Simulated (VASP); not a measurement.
# CsSnI3 (Pm-3m) in VASP: notebook

The runs below take CsSnI3 through relaxation of cell and atoms, with PBE.

All numbers are computed with VASP 6.6.1; they aren't measurements. Logs are shortened: lines on timing, memory, paths and dates and some standing lists are left out, and cuts for length are marked.

**1. The cell of the first run**

The structure is cubic, space group Pm-3m (No. 221). Conventional cell: a = 6.263 Å, b = 6.263 Å, c = 6.263 Å, α = 90.00°, β = 90.00°, γ = 90.00°. Cs (site symmetry m-3m) has 12 I at 4.43 Å and 8 Sn at 5.42 Å within 5.8 Å. Within 4.1 Å of Sn (site symmetry m-3m) lie 6 I at 3.13 Å. I (site symmetry 4/mmm) has 2 Sn at 3.13 Å within 4.1 Å.

**2. Relaxation of cell and atoms, PBE, target pressure 1 GPa, at which the enthalpy is minimised**

INCAR

```
SYSTEM = CsSnI3
PREC = Accurate
ENCUT = 600
EDIFF = 1E-6
ISMEAR = 0
SIGMA = 0.02
LREAL = .FALSE.
LASPH = .TRUE.
NELM = 100
ALGO = Normal
ISIF = 3
LWAVE = .FALSE.
LCHARG = .FALSE.
GGA = PE
IBRION = 2
NSW = 70
EDIFFG = -0.008
PSTRESS = 10.0
```

KPOINTS

```
Automatic mesh
0
G
  6 6 6
  0 0 0
```

POSCAR

```
CsSnI3
1.0
    6.2630637425      0.0000000000      0.0000000000
    0.0000000000      6.2630637425      0.0000000000
    0.0000000000      0.0000000000      6.2630637425
Cs Sn I
1 1 3
Direct
    0.0000000000      0.0000000000      0.0000000000
    0.5000000000      0.5000000000      0.5000000000
    0.0000000000      0.5000000000      0.5000000000
    0.5000000000      0.0000000000      0.5000000000
    0.5000000000      0.5000000000      0.0000000000
```

Potentials or basis: VASP PAW PBE potentials, release 64 (Cs_sv, Sn_d, I).

Started as:

```console
> cat potpaw_PBE.64/Cs_sv/POTCAR potpaw_PBE.64/Sn_d/POTCAR potpaw_PBE.64/I/POTCAR > POTCAR
> mpirun -np 1 vasp_std > vasp.out
```

OUTCAR:

```text
SYSTEM = CsSnI3
   PREC = Accurate
   ENCUT = 600
   EDIFF = 1E-6
   ISMEAR = 0
   LREAL = .FALSE.
   LASPH = .TRUE.
   NELM = 100
   ISIF = 3
   GGA = PE
   IBRION = 2
   NSW = 70
   EDIFFG = -0.008
   PSTRESS = 10.0

 ion  position               nearest neighbor table
   1  0.000  0.000  0.000-
   2  0.500  0.500  0.500-   3 3.13   4 3.13   5 3.13   5 3.13   4 3.13   3 3.13
   3  0.000  0.500  0.500-   2 3.13   2 3.13
   4  0.500  0.000  0.500-   2 3.13   2 3.13
   5  0.500  0.500  0.000-   2 3.13   2 3.13

  LATTYP: Found a simple cubic cell.
 ALAT       =     6.2630637425

  Lattice vectors:

 A1 = (   6.2630637425,   0.0000000000,   0.0000000000)
 A2 = (   0.0000000000,   6.2630637425,   0.0000000000)
 A3 = (   0.0000000000,   0.0000000000,   6.2630637425)

Analysis of symmetry for initial positions (statically):
=====================================================================
 Subroutine PRICEL returns:
 Original cell was already a primitive cell.

 Routine SETGRP: Setting up the symmetry group for a
 simple cubic supercell.

 Subroutine GETGRP returns: Found 48 space group operations
 (whereof 48 operations were pure point group operations)
 out of a pool of 48 trial point group operations.

The static configuration has the point symmetry O_h .

Analysis of symmetry for dynamics (positions and initial velocities):
=====================================================================
 Subroutine PRICEL returns:
 Original cell was already a primitive cell.

 Routine SETGRP: Setting up the symmetry group for a
 simple cubic supercell.

 Subroutine GETGRP returns: Found 48 space group operations
 (whereof 48 operations were pure point group operations)
 out of a pool of 48 trial point group operations.

The dynamic configuration has the point symmetry O_h .

 Subroutine INISYM returns: Found 48 space group operations
 (whereof 48 operations are pure point group operations),
 and found     1 'primitive' translations

----------------------------------------------------------------------------------------

                                     Primitive cell

  volume of cell :     245.6747

  direct lattice vectors                    reciprocal lattice vectors
     6.263063742  0.000000000  0.000000000     0.159666266  0.000000000  0.000000000
     0.000000000  6.263063742  0.000000000     0.000000000  0.159666266  0.000000000
     0.000000000  0.000000000  6.263063742     0.000000000  0.000000000  0.159666266

  length of vectors
     6.263063742  6.263063742  6.263063742     0.159666266  0.159666266  0.159666266

  position of ions in fractional coordinates (direct lattice)
     0.000000000  0.000000000  0.000000000
     0.500000000  0.500000000  0.500000000
     0.000000000  0.500000000  0.500000000
     0.500000000  0.000000000  0.500000000
     0.500000000  0.500000000  0.000000000

  ion indices of the primitive-cell ions
   primitive index   ion index
                 1           1
                 2           2
                 3           3
                 4           4
                 5           5

----------------------------------------------------------------------------------------

 KPOINTS: Automatic mesh

Automatic generation of k-mesh.
 Grid dimensions read from file:
 generate k-points for:    6    6    6

 Generating k-lattice:

  Cartesian coordinates                     Fractional coordinates (reciprocal lattice)
     0.026611044  0.000000000  0.000000000     0.166666667  0.000000000  0.000000000
     0.000000000  0.026611044  0.000000000     0.000000000  0.166666667  0.000000000
     0.000000000  0.000000000  0.026611044     0.000000000  0.000000000  0.166666667

  Length of vectors
     0.026611044  0.026611044  0.026611044

  Shift w.r.t. Gamma in fractional coordinates (k-lattice)
     0.000000000  0.000000000  0.000000000

 Subroutine IBZKPT returns following result:
 ===========================================

 Found     20 irreducible k-points:

 Following reciprocal coordinates:
            Coordinates               Weight
  0.000000  0.000000  0.000000      1.000000
  0.166667  0.000000  0.000000      6.000000
  0.333333  0.000000  0.000000      6.000000
  0.500000  0.000000  0.000000      3.000000
  0.166667  0.166667  0.000000     12.000000
  0.333333  0.166667  0.000000     24.000000
[... 12 lines left out ...]
  0.500000  0.500000  0.333333      6.000000
  0.500000  0.500000  0.500000      1.000000
   k-points           NKPTS =     20   k-points in BZ     NKDIM =     20   number of bands    NBANDS=     26
   number of dos      NEDOS =    301   number of ions     NIONS =      5
   total plane-waves  NPLWV = 125000
   dimension x,y,z NGX =    50 NGY =   50 NGZ =   50
   dimension x,y,z NGXF=   100 NGYF=  100 NGZF=  100
   ions per type =               1   1   3
   NGX,Y,Z   is equivalent  to a cutoff of  13.27, 13.27, 13.27 a.u.
   NGXF,Y,Z  is equivalent  to a cutoff of  26.54, 26.54, 26.54 a.u.
 SYSTEM =  CsSnI3
   PREC   = accura    normal or accurate (medium, high low for compatibility)
   ISTART =      0    job   : 0-new  1-cont  2-samecut
   ICHARG =      2    charge: 1-file 2-atom 10-const
   ISPIN  =      1    spin polarized calculation?
   LNONCOLLINEAR =      F non collinear calculations
   LSORBIT =      F    spin-orbit coupling
   LASPH  =      T    aspherical Exc in radial PAW
   ENCUT  =  600.0 eV  44.10 Ry    6.64 a.u.  12.51 12.51 12.51*2*pi/ulx,y,z
   NELM   =    100;   NELMIN=  2; NELMDL= -5     # of ELM steps
   EDIFF  = 0.1E-05   stopping-criterion for ELM
   LREAL  =      F    real-space projection
   EDIFFG = -.8E-02   stopping-criterion for IOM
   NSW    =     70    number of steps for IOM
   IBRION =      2    ionic relax: 0-MD 1-quasi-New 2-CG
   NFREE  =      1    steps in history (QN), initial steepest desc. (CG)
   ISIF   =      3    stress and relaxation
   ISYM   =      2    0-nonsym 1-usesym 2-fastsym
   POTIM  = 0.5000    time-step for ionic-motion
   TEBEG  =    0.0;   TEEND  =   0.0 temperature during run
   PSTRESS=   10.0 pullay stress
   NELECT =      44.0000    total number of electrons
   NUPDOWN=      -1.0000    fix difference up-down
   EMIN   =  10.00;   EMAX   =-10.00  energy-range for DOS
   EFERMI =   0.00;   METHOD = LEGACY
   ISMEAR =     0;   SIGMA  =   0.02  broadening in eV -4-tet -1-fermi 0-gaus
   EFERMI_NEDOS =   21; number of points for ismear=-14 and -15
   IALGO  =     38    algorithm
   IMIX   =      4    mixing-type and parameters
     AMIX     =   0.40;   BMIX     =  1.00
     AMIX_MAG =   1.60;   BMIX_MAG =  1.00
  volume/ion in A,a.u.               =      49.13       331.58
  Fermi-wavevector in a.u.,A,eV,Ry     =   0.922796  1.743831 11.586067  0.851552
  Thomas-Fermi vector in A             =   2.048362
   LORBIT       =      0    0 simple, 1 ext, 2 COOP (PROOUT), +10 PAW based schemes
   GGA     = PE    functional components
   LHFCALC =     F    Hartree Fock is set to
   AEXX    =    0.0000 exact exchange contribution
   IVDW    =     0    specifies the selected vdW correction
   LEPSILON=     F    determine dielectric tensor
   LRPA    =     F    only Hartree local field effects (RPA)
 conjugate gradient relaxation of ions
 non-spin polarized calculation
 Gauss-broadening in eV      SIGMA  =   0.02
  energy-cutoff  :      600.00
  volume of cell :      245.67
 maximum number of plane-waves:      8226
   NGX = 25   NGY = 25   NGZ = 25

--------------------------------------- Ionic step        1  -------------------------------------------

 number of electron      44.0000006 magnetization

 Free energy of the ion-electron system (eV)
  ---------------------------------------------------
  ext. energy  EPLUGINS =         0.00000000
  ---------------------------------------------------
  free energy    TOTEN  =       -14.02856293 eV

  energy without entropy =      -14.02856293  energy(sigma->0) =      -14.02856293

------------------------ aborting loop because EDIFF is reached ----------------------------------------

  FORCE on cell =-STRESS in cart. coord.  units (eV):
  Direction    XX          YY          ZZ          XY          YZ          ZX
  --------------------------------------------------------------------------------------
  -------------------------------------------------------------------------------------
  Total        0.2680596      0.2680596      0.2680596     -0.0000000     -0.0000000     -0.0000000
  in kB        1.7481610      1.7481610      1.7481610     -0.0000000     -0.0000000     -0.0000000
  external PRESSURE =      -8.2518390 kB  Pullay stress =      10.0000000 kB

 VOLUME and BASIS-vectors are now :
 -----------------------------------------------------------------------------
  energy-cutoff  :      600.00
  volume of cell :      245.67
      direct lattice vectors                 reciprocal lattice vectors
     6.263063742  0.000000000  0.000000000     0.159666266  0.000000000  0.000000000
     0.000000000  6.263063742  0.000000000     0.000000000  0.159666266  0.000000000
     0.000000000  0.000000000  6.263063742     0.000000000  0.000000000  0.159666266

 POSITION                                       TOTAL-FORCE (eV/Angst)
 -----------------------------------------------------------------------------------
      0.00000      0.00000      0.00000         0.000000      0.000000      0.000000
      3.13153      3.13153      3.13153         0.000000      0.000000      0.000000
      0.00000      3.13153      3.13153         0.000000      0.000000      0.000000
      3.13153      0.00000      3.13153         0.000000      0.000000      0.000000
      3.13153      3.13153      0.00000         0.000000      0.000000      0.000000
 -----------------------------------------------------------------------------------
    total drift:                                0.000000     -0.000000      0.000000

  FREE ENERGIE OF THE ION-ELECTRON SYSTEM (eV)
  ---------------------------------------------------
  free  energy   TOTEN  =       -14.0285629264 eV
[... 28 lines left out ...]
 POSITION                                       TOTAL-FORCE (eV/Angst)
 -----------------------------------------------------------------------------------
      0.00000      0.00000      0.00000        -0.000000      0.000000      0.000000
      3.09330      3.09330      3.09330         0.000000      0.000000      0.000000
      0.00000      3.09330      3.09330        -0.000000      0.000000      0.000000
      3.09330     -0.00000      3.09330        -0.000000      0.000000      0.000000
      3.09330      3.09330     -0.00000        -0.000000     -0.000000      0.000000
 -----------------------------------------------------------------------------------
    total drift:                                0.000000     -0.000000      0.000000

  FREE ENERGIE OF THE ION-ELECTRON SYSTEM (eV)
  ---------------------------------------------------
  free  energy   TOTEN  =       -14.0013852267 eV

  energy  without entropy=      -14.0013852267  energy(sigma->0) =      -14.00138523

  enthalpy is  TOTEN    =       -12.5234827258 eV   P V=        1.4779025010

--------------------------------------- Ionic step        3  -------------------------------------------

 number of electron      43.9999983 magnetization

 Free energy of the ion-electron system (eV)
  ---------------------------------------------------
  ext. energy  EPLUGINS =         0.00000000
  ---------------------------------------------------
  free energy    TOTEN  =       -13.99028841 eV

  energy without entropy =      -13.99028841  energy(sigma->0) =      -13.99028841

 E-fermi :   3.2241     XC(G=0):  -7.5964

 val. band max:        3.1408022709   @ k =   0.5000   0.5000   0.5000
 cond. band min:       3.3692039463   @ k =   0.5000   0.5000   0.5000
 fundamental gap:      0.2284016754
 Fermi energy:         3.2240712458

 k-point     1 :       0.0000    0.0000    0.0000
  band No.  band energies     occupation
      1     -19.2852      2.00000
      2     -19.0582      2.00000
      3     -19.0582      2.00000
      4     -19.0356      2.00000
      5     -19.0356      2.00000
      6     -19.0356      2.00000
[... 18 lines left out ...]
     25       6.0943      0.00000
     26       6.4268      0.00000

 k-point     2 :       0.1667    0.0000    0.0000
  band No.  band energies     occupation
      1     -19.2851      2.00000
      2     -19.0582      2.00000
      3     -19.0577      2.00000
      4     -19.0357      2.00000
      5     -19.0357      2.00000
      6     -19.0356      2.00000
[... 553 lines left out ...]
 VOLUME and BASIS-vectors are now :
 -----------------------------------------------------------------------------
  energy-cutoff  :      600.00
  volume of cell :      234.83
      direct lattice vectors                 reciprocal lattice vectors
     6.169501090  0.000000000 -0.000000000     0.162087661  0.000000000 -0.000000000
    -0.000000000  6.169501090 -0.000000000    -0.000000000  0.162087661  0.000000000
     0.000000000 -0.000000000  6.169501090     0.000000000  0.000000000  0.162087661

 POSITION                                       TOTAL-FORCE (eV/Angst)
 -----------------------------------------------------------------------------------
      0.00000      0.00000      0.00000        -0.000000      0.000000      0.000000
      3.08475      3.08475      3.08475         0.000000     -0.000000      0.000000
      0.00000      3.08475      3.08475        -0.000000      0.000000      0.000000
      3.08475     -0.00000      3.08475        -0.000000      0.000000      0.000000
      3.08475      3.08475     -0.00000        -0.000000     -0.000000      0.000000
 -----------------------------------------------------------------------------------
    total drift:                                0.000000     -0.000000      0.000000

  FREE ENERGIE OF THE ION-ELECTRON SYSTEM (eV)
  ---------------------------------------------------
  free  energy   TOTEN  =       -13.9902884139 eV

  energy  without entropy=      -13.9902884139  energy(sigma->0) =      -13.99028841

  enthalpy is  TOTEN    =       -12.5246070916 eV   P V=        1.4656813223

 reached required accuracy - stopping structural energy minimisation
```

Wall time 3.1 min (1 thread of Intel Xeon 6975P-C (Granite Rapids), shared host); peak memory 0.47 GiB.

Results:

* Free energy: -13.9903 eV
* Relaxed volume: 46.97 Å³/atom
* Relaxed cell: a = 6.170 Å, b = 6.170 Å, c = 6.170 Å, α = 90.00°, β = 90.00°, γ = 90.00°
* Space group after relaxing (to 0.1 Å): Pm-3m (No. 221)
* Energy change on relaxing (the run minimises the enthalpy): +7.7 meV/atom
* Ionic steps: 3
* Pressure after relaxing: 1.0 GPa
* Band gap on the k mesh: 0.23 eV

Step by step:
```tsv
step	energy change (eV)	largest force (eV/Å)	pressure (GPa)	volume (Å³)
1	0.0000	0.0000	0.17	245.67
2	0.0272	0.0000	0.83	236.79
3	0.0383	0.0000	0.99	234.83
```

Final structure:
```xyz
5
Lattice="6.1695 0.0000 0.0000 0.0000 6.1695 0.0000 0.0000 0.0000 6.1695" Properties=species:S:1:pos:R:3 pbc="T T T"
Cs    0.0000    0.0000    0.0000
Sn    3.0848    3.0848    3.0848
I     0.0000    3.0848    3.0848
I     3.0848    0.0000    3.0848
I     3.0848    3.0848    0.0000
```

Caveat: the cell is relaxed towards a set pressure, so the run minimises the enthalpy, not the energy; semilocal functionals underestimate gaps, and a narrow one can read as zero; spin-orbit coupling is left out, which moves the levels of the heavy elements.

**3. Relaxation of cell and atoms, PBE, target pressure -1 GPa, at which the enthalpy is minimised**

This run uses another cell than the first one, of 50.11 Å³/atom.

INCAR

```
SYSTEM = CsSnI3
PREC     = Accurate       ! precision mode
ENCUT    = 600            ! plane-wave cutoff, eV
EDIFF    = 1E-6           ! SCF threshold, eV
ISMEAR   = 0              ! smearing method
SIGMA    = 0.02           ! smearing width, eV
LREAL    = .False.        ! projectors in reciprocal space
LASPH    = .True.         ! aspherical terms in the spheres
NELM     = 100            ! most SCF steps
ALGO     = Normal         ! electronic algorithm
ISIF     = 3              ! what is computed and relaxed
LWAVE    = .False.        ! write WAVECAR
LCHARG   = .False.        ! write CHGCAR
GGA      = PE             ! functional
IBRION   = 2              ! ionic algorithm
NSW      = 70             ! ionic steps
EDIFFG   = -0.008         ! ionic threshold
PSTRESS  = -10.0
```

KPOINTS

```
regular mesh
0
Gamma
  6 6 6
  0 0 0
```

Edit POSCAR of step 2 so:

```diff
@@ -2,5 +2,5 @@
 1.0
-    6.2630637425      0.0000000000      0.0000000000
-    0.0000000000      6.2630637425      0.0000000000
-    0.0000000000      0.0000000000      6.2630637425
+    6.3041325622      0.0000000000      0.0000000000
+    0.0000000000      6.3041325622      0.0000000000
+    0.0000000000      0.0000000000      6.3041325622
 Cs Sn I
```

Potentials or basis: VASP PAW PBE potentials, release 64 (Cs_sv, Sn_d, I).

Started as:

```console
> cat potpaw_PBE.64/Cs_sv/POTCAR potpaw_PBE.64/Sn_d/POTCAR potpaw_PBE.64/I/POTCAR > POTCAR
> mpirun -np 1 vasp_std > vasp.out
```

Wall time 3.3 min (1 thread of Intel Xeon 6975P-C (Granite Rapids), shared host); peak memory 0.48 GiB.

Results (log left out):

- Free energy: -13.9632 eV
- Relaxed volume: 53.66 Å³/atom
- Relaxed cell: a = 6.450 Å, b = 6.450 Å, c = 6.450 Å, α = 90.00°, β = 90.00°, γ = 90.00°
- Space group after relaxing (to 0.1 Å): Pm-3m (No. 221)
- Energy change on relaxing (the run minimises the enthalpy): +13.2 meV/atom
- Ionic steps: 4
- Pressure after relaxing: -1.0 GPa
- Band gap on the k mesh: 0.77 eV

Step by step:
| step | energy change (eV) | largest force (eV/Å) | pressure (GPa) | volume (Å³) |
| --- | --- | --- | --- | --- |
| 1 | 0.0000 | 0.0000 | -0.13 | 250.54 |
| 2 | 0.0254 | 0.0000 | -0.66 | 260.53 |
| 3 | 0.0716 | 0.0000 | -1.04 | 269.17 |
| 4 | 0.0662 | 0.0000 | -1.00 | 268.32 |

Final structure:
```xyz
5
Lattice="6.4499 0.0000 0.0000 0.0000 6.4499 0.0000 0.0000 0.0000 6.4499" Properties=species:S:1:pos:R:3 pbc="T T T"
Cs    0.0000    0.0000    0.0000
Sn    3.2249    3.2249    3.2249
I     0.0000    3.2249    3.2249
I     3.2249    0.0000    3.2249
I     3.2249    3.2249    0.0000
```

Levels at points of the mesh, in eV from the valence-band top:
```csv
k point,band 19,band 20,band 21,band 22,band 23,band 24,band 25,band 26
"(0.00, 0.00, 0.00)",-1.63,-1.53,-1.53,-1.53,2.69,3.81,3.81,4.16
"(0.50, 0.00, 0.00)",-1.75,-1.61,-1.61,-1.19,1.44,4.04,4.24,4.24
"(0.50, 0.50, 0.00)",-1.87,-1.87,-1.17,-0.59,1.15,1.15,3.98,4.61
"(0.50, 0.50, 0.50)",-1.16,-1.16,-1.16,0.00,0.77,0.77,0.77,3.57
```

Caveat: the cell is relaxed towards a set pressure, so the run minimises the enthalpy, not the energy; semilocal functionals underestimate gaps, and a narrow one can read as zero; spin-orbit coupling is left out, which moves the levels of the heavy elements.

(Continued in part 2 of 2.)

The gap in the log of VASP goes by the Fermi energy; the results here count the filled bands.